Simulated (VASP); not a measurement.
# CoW3 (P4/mmm) in VASP: a series of runs

Runs on CoW3. Level: PBE. Tasks: single point.

Program: VASP 6.6.1. These are calculated values, not measurements. Logs are shortened: lines on timing, memory, paths and dates and some standing lists are left out, and cuts for length are marked.

## Step 1: The cell of the first run

The structure is tetragonal, space group P4/mmm (No. 123). The conventional cell has a = 3.899 Å, b = 3.899 Å, c = 3.704 Å, α = 90.00°, β = 90.00°, γ = 90.00°. Co (site symmetry 4/mmm) has 12 W at 2.69 to 2.76 Å within 3.5 Å. Within 3.5 Å of W (site symmetry mmm) lie 4 Co at 2.69 Å and 8 W at 2.69 to 2.76 Å. W (site symmetry 4/mmm) has 8 W at 2.69 Å and 4 Co at 2.76 Å within 3.5 Å.

## Step 2: Single point, PBE (strain +0.000 along x and y, -0.050 along z)

Contents of INCAR:

```
PREC = Accurate
ENCUT = 520
EDIFF = 1E-6
ISMEAR = 0
SIGMA = 0.15
LREAL = False
LASPH = True
NELM = 100
ALGO = Fast
ISIF = 2
LWAVE = False
LCHARG = True
GGA = PE
LELF = True
LVHAR = True
NBANDS = 34
```

Contents of KPOINTS:

```
regular mesh
0
Gamma
  12 12 12
```

Contents of POSCAR:

```
CoW3
1.0
    3.8992073914      0.0000000000      0.0000000000
    0.0000000000      3.8992073914      0.0000000000
    0.0000000000      0.0000000000      3.7042470218
Co W
1 3
Direct
    0.0000000000      0.0000000000      0.0000000000
    0.0000000000      0.5000000000      0.5000000000
    0.5000000000      0.0000000000      0.5000000000
    0.5000000000      0.5000000000      0.0000000000
```

Potentials or basis: VASP PAW PBE potentials, release 64 (Co, W_sv).

Started as:

```
cat potpaw_PBE.64/Co/POTCAR potpaw_PBE.64/W_sv/POTCAR > POTCAR
mpirun -np 1 vasp_std > vasp.out
```

OUTCAR:

```text
PREC = Accurate
   ENCUT = 520
   EDIFF = 1E-6
   ISMEAR = 0
   LREAL = False
   LASPH = True
   NELM = 100
   ISIF = 2
   GGA = PE

 ion  position               nearest neighbor table
   1  0.000  0.000  0.000-   2 2.69   3 2.69   2 2.69   3 2.69   2 2.69   2 2.69   3 2.69   3 2.69
                             4 2.76   4 2.76   4 2.76   4 2.76
   2  0.000  0.500  0.500-   1 2.69   4 2.69   1 2.69   4 2.69   1 2.69   1 2.69   4 2.69   4 2.69
                             3 2.76   3 2.76   3 2.76   3 2.76
   3  0.500  0.000  0.500-   1 2.69   4 2.69   1 2.69   4 2.69   4 2.69   4 2.69   1 2.69   1 2.69
                             2 2.76   2 2.76   2 2.76   2 2.76
   4  0.500  0.500  0.000-   2 2.69   3 2.69   2 2.69   3 2.69   3 2.69   3 2.69   2 2.69   2 2.69
                             1 2.76   1 2.76   1 2.76   1 2.76

  LATTYP: Found a simple tetragonal cell.
 ALAT       =     3.8992073914
 C/A-ratio  =     0.9500000000

  Lattice vectors:

 A1 = (   3.8992073914,   0.0000000000,   0.0000000000)
 A2 = (   0.0000000000,   3.8992073914,   0.0000000000)
 A3 = (   0.0000000000,   0.0000000000,   3.7042470218)

Analysis of symmetry for initial positions (statically):
=====================================================================
 Subroutine PRICEL returns:
 Original cell was already a primitive cell.

 Routine SETGRP: Setting up the symmetry group for a
 simple tetragonal supercell.

 Subroutine GETGRP returns: Found 16 space group operations
 (whereof 16 operations were pure point group operations)
 out of a pool of 16 trial point group operations.

The static configuration has the point symmetry D_4h.

Analysis of symmetry for dynamics (positions and initial velocities):
=====================================================================
 Subroutine PRICEL returns:
 Original cell was already a primitive cell.

 Routine SETGRP: Setting up the symmetry group for a
 simple tetragonal supercell.

 Subroutine GETGRP returns: Found 16 space group operations
 (whereof 16 operations were pure point group operations)
 out of a pool of 16 trial point group operations.

The dynamic configuration has the point symmetry D_4h.

 Subroutine INISYM returns: Found 16 space group operations
 (whereof 16 operations are pure point group operations),
 and found     1 'primitive' translations

----------------------------------------------------------------------------------------

                                     Primitive cell

  volume of cell :      56.3187

  direct lattice vectors                    reciprocal lattice vectors
[... 95 lines left out ...]
   IBRION =     -1    ionic relax: 0-MD 1-quasi-New 2-CG
   NFREE  =      0    steps in history (QN), initial steepest desc. (CG)
   ISIF   =      2    stress and relaxation
   ISYM   =      2    0-nonsym 1-usesym 2-fastsym
   POTIM  = 0.5000    time-step for ionic-motion
   TEBEG  =    0.0;   TEEND  =   0.0 temperature during run
   PSTRESS=    0.0 pullay stress
   NELECT =      51.0000    total number of electrons
   NUPDOWN=      -1.0000    fix difference up-down
   EMIN   =  10.00;   EMAX   =-10.00  energy-range for DOS
   EFERMI =   0.00;   METHOD = LEGACY
   ISMEAR =     0;   SIGMA  =   0.15  broadening in eV -4-tet -1-fermi 0-gaus
   EFERMI_NEDOS =   21; number of points for ismear=-14 and -15
   IALGO  =     68    algorithm
   IMIX   =      4    mixing-type and parameters
     AMIX     =   0.40;   BMIX     =  1.00
     AMIX_MAG =   1.60;   BMIX_MAG =  1.00
  volume/ion in A,a.u.               =      14.08        95.01
  Fermi-wavevector in a.u.,A,eV,Ry     =   1.583850  2.993042 34.131310  2.508580
  Thomas-Fermi vector in A             =   2.683557
   LORBIT       =      0    0 simple, 1 ext, 2 COOP (PROOUT), +10 PAW based schemes
   GGA     = PE    functional components
   LHFCALC =     F    Hartree Fock is set to
   AEXX    =    0.0000 exact exchange contribution
   IVDW    =     0    specifies the selected vdW correction
   LEPSILON=     F    determine dielectric tensor
   LRPA    =     F    only Hartree local field effects (RPA)
 non-spin polarized calculation
 RMM-DIIS sequential band-by-band and
 Gauss-broadening in eV      SIGMA  =   0.15
  energy-cutoff  :      520.00
  volume of cell :       56.32
 maximum number of plane-waves:      1550
 NGX is ok and might be reduce to    30
   NGX = 15   NGY = 15   NGZ = 13

 number of electron      51.0000003 magnetization

 Free energy of the ion-electron system (eV)
  ---------------------------------------------------
  ext. energy  EPLUGINS =         0.00000000
  ---------------------------------------------------
  free energy    TOTEN  =       -44.71113043 eV

  energy without entropy =      -44.65995631  energy(sigma->0) =      -44.68554337

 E-fermi :  11.2913     XC(G=0): -13.7926

 val. band max:       11.2894608852   @ k =   0.5000   0.4167   0.0833
 cond. band min:      11.2916553287   @ k =   0.5000   0.1667   0.5000
 fundamental gap:      0.0021944435
 Fermi energy:        11.2913091340

 k-point     1 :       0.0000    0.0000    0.0000
  band No.  band energies     occupation
      1     -62.3433      2.00000
      2     -62.1766      2.00000
      3     -62.0862      2.00000
      4     -27.1488      2.00000
      5     -27.1488      2.00000
      6     -27.1240      2.00000
[... 877 lines left out ...]
     33      14.9473      0.00000
     34      15.6016      0.00000

 [... further k-points ...]

------------------------ aborting loop because EDIFF is reached ----------------------------------------

  FORCE on cell =-STRESS in cart. coord.  units (eV):
  Direction    XX          YY          ZZ          XY          YZ          ZX
  --------------------------------------------------------------------------------------
  -------------------------------------------------------------------------------------
  Total        5.6338192      5.6338192      5.9858241      0.0000000      0.0000000      0.0000000
  in kB      160.2731885    160.2731885    170.2871674      0.0000000      0.0000000      0.0000000
  external PRESSURE =     163.6111814 kB  Pullay stress =       0.0000000 kB

 VOLUME and BASIS-vectors are now :
 -----------------------------------------------------------------------------
  energy-cutoff  :      520.00
  volume of cell :       56.32
      direct lattice vectors                 reciprocal lattice vectors
     3.899207391  0.000000000  0.000000000     0.256462378  0.000000000  0.000000000
     0.000000000  3.899207391  0.000000000     0.000000000  0.256462378  0.000000000
     0.000000000  0.000000000  3.704247022     0.000000000  0.000000000  0.269960398

 POSITION                                       TOTAL-FORCE (eV/Angst)
 -----------------------------------------------------------------------------------
      0.00000      0.00000      0.00000         0.000000      0.000000      0.000000
      0.00000      1.94960      1.85212         0.000000      0.000000      0.000000
      1.94960      0.00000      1.85212         0.000000      0.000000      0.000000
      1.94960      1.94960      0.00000         0.000000      0.000000      0.000000
 -----------------------------------------------------------------------------------
    total drift:                                0.000000      0.000000     -0.000000

  FREE ENERGIE OF THE ION-ELECTRON SYSTEM (eV)
  ---------------------------------------------------
  free  energy   TOTEN  =       -44.7111304290 eV

  energy  without entropy=      -44.6599563102  energy(sigma->0) =      -44.68554337
```

OSZICAR:

```text
N       E                     dE             d eps       ncg     rms          rms(c)
DAV:   1     0.599413249544E+03    0.59941E+03   -0.27743E+04 13488   0.180E+03
DAV:   2    -0.122941891165E+02   -0.61171E+03   -0.59389E+03 13748   0.544E+02
DAV:   3    -0.470565957331E+02   -0.34762E+02   -0.32314E+02 15408   0.130E+02
DAV:   4    -0.483222864368E+02   -0.12657E+01   -0.12345E+01 16144   0.234E+01
DAV:   5    -0.483526979845E+02   -0.30412E-01   -0.30352E-01 16732   0.371E+00    0.423E+01
RMM:   6    -0.651822924655E+02   -0.16830E+02   -0.70732E+01 15696   0.522E+01    0.484E+01
RMM:   7    -0.450643897243E+02    0.20118E+02   -0.23639E+01 13531   0.346E+01    0.150E+01
RMM:   8    -0.460447387096E+02   -0.98035E+00   -0.52683E+00 14572   0.121E+01    0.156E+01
RMM:   9    -0.450699167579E+02    0.97482E+00   -0.23099E+00 15555   0.119E+01    0.725E+00
RMM:  10    -0.447349179496E+02    0.33500E+00   -0.25198E-01 15762   0.321E+00    0.296E+00
RMM:  11    -0.447240381124E+02    0.10880E-01   -0.81265E-02 17043   0.955E-01    0.182E+00
RMM:  12    -0.447131326368E+02    0.10905E-01   -0.18382E-02 17880   0.689E-01    0.649E-01
RMM:  13    -0.447110908015E+02    0.20418E-02   -0.61748E-03 17539   0.338E-01    0.203E-01
RMM:  14    -0.447113475234E+02   -0.25672E-03   -0.10923E-03 18723   0.193E-01    0.216E-01
RMM:  15    -0.447111227929E+02    0.22473E-03   -0.39707E-04 17387   0.126E-01    0.486E-02
RMM:  16    -0.447111270354E+02   -0.42425E-05   -0.13341E-04 18611   0.522E-02    0.185E-02
RMM:  17    -0.447111296749E+02   -0.26395E-05   -0.25706E-05 17226   0.259E-02    0.295E-03
RMM:  18    -0.447111304290E+02   -0.75405E-06   -0.45028E-06 12447   0.129E-02
   1 F= -.44711130E+02 E0= -.44685543E+02  d E =-.511741E-01
```

stdout:

```text
POSCAR found type information on POSCAR CoW
 POSCAR found :  2 types and       4 ions
 scaLAPACK will be used
 LDA part: xc-table for (Slater+PW92), standard interpolation
 POSCAR, INCAR and KPOINTS ok, starting setup
 FFT: planning ... GRIDC
 FFT: planning ... GRID_SOFT
 FFT: planning ... GRID
 WAVECAR not read
 entering main loop
```

Wall time 11 min (1 thread of AMD EPYC 7R43 (Zen 3), shared host); peak memory 0.37 GiB.

Results:

```
Free energy            : -44.7111 eV
Pressure               : 16.4 GPa
Band gap on the k mesh : zero (an odd number of electrons rules out a gap without spin polarisation)
```

Caveat: the cell differs from its parent crystal (strain +0.000 along x and y, -0.050 along z); the cell stands under pressure; spin-orbit coupling is left out, which moves the levels of the heavy elements; the run has no spin polarisation, though such a crystal can be magnetic. Spin polarisation is off, so any magnetic state and its effect on volume and gap are missing.

## Step 3: Single point, PBE (strain -0.025 along x and y, +0.000 along z)

Contents of INCAR:

```
PREC = Accurate
ENCUT = 520
EDIFF = 1E-7
ISMEAR = 0
SIGMA = 0.15
LREAL = F
LASPH = T
NELM = 60
ALGO = Fast
ISIF = 2
LWAVE = F
LCHARG = F
GGA = PE
NBANDS = 34
```

KPOINTS is that of step 2.

Contents of POSCAR:

```
CoW3
1.0
    3.8017272066      0.0000000000      0.0000000000
    0.0000000000      3.8017272066      0.0000000000
    0.0000000000      0.0000000000      3.8992073914
Co W
1 3
Direct
    0.0000000000      0.0000000000      0.0000000000
    0.0000000000      0.5000000000      0.5000000000
    0.5000000000      0.0000000000      0.5000000000
    0.5000000000      0.5000000000      0.0000000000
```

Potentials or basis: VASP PAW PBE potentials, release 64 (Co, W_sv).

Started as:

```
cat potpaw_PBE.64/Co/POTCAR potpaw_PBE.64/W_sv/POTCAR > POTCAR
mpirun -np 1 vasp_std > vasp.out
```

OUTCAR:

```text
PREC = Accurate
   ENCUT = 520
   EDIFF = 1E-7
   ISMEAR = 0
   LREAL = F
   LASPH = T
   NELM = 60
   ISIF = 2
   GGA = PE

 ion  position               nearest neighbor table
   1  0.000  0.000  0.000-   4 2.69   4 2.69   4 2.69   4 2.69   3 2.72   2 2.72   3 2.72   2 2.72
                             3 2.72   2 2.72   3 2.72   2 2.72
   2  0.000  0.500  0.500-   3 2.69   3 2.69   3 2.69   3 2.69   4 2.72   1 2.72   1 2.72   1 2.72
                             4 2.72   4 2.72   4 2.72   1 2.72
   3  0.500  0.000  0.500-   2 2.69   2 2.69   2 2.69   2 2.69   4 2.72   1 2.72   4 2.72   4 2.72
[... 1094 lines left out ...]
  --------------------------------------------------------------------------------------
  -------------------------------------------------------------------------------------
  Total        5.8589299      5.8589299      5.4265318      0.0000000      0.0000000      0.0000000
  in kB      166.5676466    166.5676466    154.2746948      0.0000000      0.0000000      0.0000000
  external PRESSURE =     162.4699960 kB  Pullay stress =       0.0000000 kB

 VOLUME and BASIS-vectors are now :
 -----------------------------------------------------------------------------
  energy-cutoff  :      520.00
  volume of cell :       56.36
      direct lattice vectors                 reciprocal lattice vectors
     3.801727207  0.000000000  0.000000000     0.263038336  0.000000000  0.000000000
     0.000000000  3.801727207  0.000000000     0.000000000  0.263038336  0.000000000
     0.000000000  0.000000000  3.899207391     0.000000000  0.000000000  0.256462378

 POSITION                                       TOTAL-FORCE (eV/Angst)
 -----------------------------------------------------------------------------------
      0.00000      0.00000      0.00000         0.000000      0.000000      0.000000
      0.00000      1.90086      1.94960         0.000000      0.000000      0.000000
      1.90086      0.00000      1.94960         0.000000      0.000000      0.000000
      1.90086      1.90086      0.00000         0.000000      0.000000      0.000000
 -----------------------------------------------------------------------------------
    total drift:                                0.000000      0.000000      0.000000

  FREE ENERGIE OF THE ION-ELECTRON SYSTEM (eV)
  ---------------------------------------------------
  free  energy   TOTEN  =       -44.7197268743 eV

  energy  without entropy=      -44.6685675291  energy(sigma->0) =      -44.69414720
```

OSZICAR:

```text
N       E                     dE             d eps       ncg     rms          rms(c)
DAV:   1     0.600692951244E+03    0.60069E+03   -0.27788E+04 13456   0.180E+03
DAV:   2    -0.125851812103E+02   -0.61328E+03   -0.59531E+03 13792   0.544E+02
DAV:   3    -0.470761414062E+02   -0.34491E+02   -0.32089E+02 15254   0.130E+02
[... 11 lines left out ...]
RMM:  15    -0.447197133817E+02    0.37934E-03   -0.68038E-04 18265   0.160E-01    0.593E-02
RMM:  16    -0.447197232107E+02   -0.98290E-05   -0.18214E-04 18820   0.528E-02    0.168E-02
RMM:  17    -0.447197260197E+02   -0.28091E-05   -0.31931E-05 20897   0.251E-02    0.442E-03
RMM:  18    -0.447197265869E+02   -0.56718E-06   -0.39570E-06 17757   0.107E-02    0.606E-03
RMM:  19    -0.447197269319E+02   -0.34502E-06   -0.97076E-07 14562   0.613E-03    0.238E-03
RMM:  20    -0.447197268743E+02    0.57668E-07   -0.31237E-07 11313   0.324E-03
   1 F= -.44719727E+02 E0= -.44694147E+02  d E =-.511593E-01
```

stdout:

```text
POSCAR found type information on POSCAR CoW
 POSCAR found :  2 types and       4 ions
 scaLAPACK will be used
 LDA part: xc-table for (Slater+PW92), standard interpolation
 POSCAR, INCAR and KPOINTS ok, starting setup
 FFT: planning ... GRIDC
 FFT: planning ... GRID_SOFT
 FFT: planning ... GRID
 WAVECAR not read
 entering main loop
WARNING in EDDRMM: call to ZHEGV failed, returncode =   6  3     34
```

Run time: 12 min. Hardware: 1 thread of AMD EPYC 7R43 (Zen 3), shared host; peak memory 0.36 GiB.

What came out:

```
Free energy            : -44.7197 eV
Pressure               : 16.2 GPa
Band gap on the k mesh : zero (an odd number of electrons rules out a gap without spin polarisation)
```

Stress tensor (GPa, compression positive):
```
16.66  0.00  0.00
 0.00 16.66  0.00
 0.00  0.00 15.43
```

Caveat: the cell differs from its parent crystal (strain -0.025 along x and y, +0.000 along z); the cell stands under pressure; spin-orbit coupling is left out, which moves the levels of the heavy elements; the run has no spin polarisation, though such a crystal can be magnetic. Spin polarisation is off, so any magnetic state and its effect on volume and gap are missing.
